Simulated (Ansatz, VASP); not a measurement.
**GaN in VASP and in Ansatz**

File POSCAR:

```
GaN
1.0
    3.1825784906      0.0000000000      0.0000000000
   -1.5912892453      2.7561938224      0.0000000000
    0.0000000000      0.0000000000      5.1854260800
Ga N
2 2
Direct
    0.3333333333      0.6666666667     -0.0008058930
    0.6666666667      0.3333333333      0.4991941070
    0.3333333333      0.6666666667      0.3758058930
    0.6666666667      0.3333333333      0.8758058930
```

Contents of INCAR.step1:

```
SYSTEM = GaN
PREC     = Accurate       ! precision mode
ENCUT    = 520            ! plane-wave cutoff, eV
ISMEAR   = 0              ! smearing method
SIGMA    = 0.02           ! smearing width, eV
LREAL    = .FALSE.        ! projectors in reciprocal space
LASPH    = .TRUE.         ! aspherical terms in the spheres
NELM     = 100            ! most SCF steps
NBANDS   = 26             ! bands
GGA      = PE             ! functional
ALGO     = Normal         ! electronic algorithm
EDIFF    = 1E-4           ! SCF threshold, eV
LWAVE    = .TRUE.         ! write WAVECAR
LCHARG   = .FALSE.        ! write CHGCAR
```

File INCAR.step2:

```
SYSTEM = GaN
PREC     = Accurate       ! precision mode
ENCUT    = 520            ! plane-wave cutoff, eV
EDIFF    = 1E-6           ! SCF threshold, eV
ISMEAR   = 0              ! smearing method
SIGMA    = 0.02           ! smearing width, eV
LREAL    = .FALSE.        ! projectors in reciprocal space
LASPH    = .TRUE.         ! aspherical terms in the spheres
NELM     = 100            ! most SCF steps
ALGO     = Normal         ! electronic algorithm
ISIF     = 2              ! what is computed and relaxed
LWAVE    = .FALSE.        ! write WAVECAR
LCHARG   = .FALSE.        ! write CHGCAR
METAGGA  = R2SCAN         ! meta-GGA
LMIXTAU  = .TRUE.       
NBANDS   = 26             ! bands
ISTART   = 1
```

File KPOINTS:

```
regular mesh
0
G
  12 12 6
  0 0 0
```

Input for Ansatz:

```yaml
crystal:
  lattice:
    - [3.1825784906, 0.0, 0.0]
    - [-1.5912892453, 2.7561938224, 0.0]
    - [0.0, 0.0, 5.18542608]
  atoms:
    - { symbol: Ga, position: [0.3333333333, 0.6666666667, -0.000805893] }
    - { symbol: Ga, position: [0.6666666667, 0.3333333333, 0.499194107] }
    - { symbol: "N", position: [0.3333333333, 0.6666666667, 0.375805893] }
    - { symbol: "N", position: [0.6666666667, 0.3333333333, 0.875805893] }
basis:
  ecutwfc: 500
kpoints:
  mp_grid: { grid: [12, 12, 6] }
  band_path:
    path:
      - [0.0, 0.0, 0.0]
      - [0.5, 0.0, 0.0]
      - [0.3333333333, 0.3333333333, 0.0]
      - [0.0, 0.0, 0.5]
      - [0.5, 0.0, 0.5]
      - [0.3333333333, 0.3333333333, 0.5]
    npoints: 1
hamiltonian:
  xc: r2scan
scf:
  occupations: { method: gaussian, width: 0.02 }
  n_extra_bands: 5
output:
  forces: true
  stress: true
  eigenvalues: true
```

Alike in both runs: task single point; functional r2SCAN; k mesh 12 × 12 × 6; occupations gaussian, width 0.02 eV; no spin polarisation.

|  | VASP | Ansatz |
| --- | --- | --- |
| version | VASP 6.6.1 | Ansatz 0.2.0 |
| potentials or method | VASP PAW PBE potentials, release 64 (Ga_d, N), cutoff 520 eV | scalar-relativistic, plane waves, PAW |
| valence electrons in the cell | 36 | 36 |

|  | VASP | Ansatz | Ansatz less VASP |
| --- | --- | --- | --- |
| gap on the k mesh at the Fermi level (eV) | 2.34 | 2.35 | +0.007 |
| least direct gap on the mesh (eV) | 2.34 | 2.35 | +0.007 |
| pressure (GPa) | 1.1 | 0.0 | -1.08 |
| traceless stress, the component that is largest in VASP (GPa) | -0.16 | -0.07 | +0.082 |

VASP's potentials were made for PBE, not for r2SCAN.
